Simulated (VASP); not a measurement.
Set up this calculation in VASP 6.6.1, as the native input.

```yaml
Task: single point
Functional: PBE
Dispersion: D3(BJ)
Potentials_or_basis: VASP PAW PBE potentials, release 64 (Cl, H)
Cutoff: 520 eV
k_mesh: 1 × 1 × 1
Occupations: fermi-dirac, width 0.02 eV
Spin: no spin polarisation
Dipole_correction: no
Further_INCAR_settings: LREAL = Auto; ALGO = Normal; EDIFF = 1e-06; NBANDS = 56
```

The structure of HCl lies in POSCAR:

```
HCl
1.0
    7.9895700000      0.0000000000      0.0000000000
    0.0000000000      7.9895700000      0.0000000000
    0.0000000000      0.0000000000      7.9895700000
Cl H
10 10
Direct
    0.4521299567      0.1926926567      0.3469046545
    0.5083501688      0.7709119931      0.5507239838
    0.5774882264      0.4598617704      0.9409333507
    0.0971779014      0.9333649391      0.4392733928
    0.0474252368      0.5413962820      0.6851615158
    0.8177071667      0.8331416653      0.0357714939
    0.9188460839      0.2808968070      0.2562287255
    0.3010756592      0.8096791386      0.0650573806
    0.1594569646      0.1762846192      0.9002048790
    0.7639813997      0.1556395089      0.6824150100
    0.5733413496      0.2365761011      0.2489569429
    0.5166431367      0.9105269923      0.4687399645
    0.6585269984      0.3605205413      0.8377532204
    0.0055939472      1.0558913551      0.3753690315
   -0.0010978050      0.6885805206      0.6386118047
    0.7481511810      0.6937331555     -0.0108916918
    1.0043467257      0.2504958667      0.1178198393
    0.2230516038      0.8413341735      0.2065241717
    0.2084218357      0.0280931467      0.9583513535
    0.9030149627      0.1359161671      0.7668437767
```

One way to write it, as run:

INCAR

```
PREC = Accurate
ENCUT = 520
EDIFF = 1E-6
ISMEAR = -1
SIGMA = 0.02
LREAL = Auto
LASPH = T
NELM = 100
ALGO = Normal
ISIF = 2
LWAVE = F
LCHARG = F
GGA = PE
IVDW = 12
NBANDS = 56
```

KPOINTS

```
Automatic mesh
0
Gamma
  1 1 1
```

Potentials or basis: VASP PAW PBE potentials, release 64 (Cl, H).

Launch:

```console
$ cat potpaw_PBE.64/Cl/POTCAR potpaw_PBE.64/H/POTCAR > POTCAR
$ mpirun -np 1 vasp_gam > vasp.out
```

It gave:

The pressure is -0.3 GPa, the largest force is 0.292 eV/Å and the band gap on the k mesh is 5.50 eV. The dispersion energy per atom is -0.062 eV.

Caveat: the k points lie up to 0.79 Å⁻¹ apart.

It took 21 s on 1 thread of AMD EPYC 9R45 96-Core Processor (Zen 5) (shared host), peak memory 0.42 GiB.
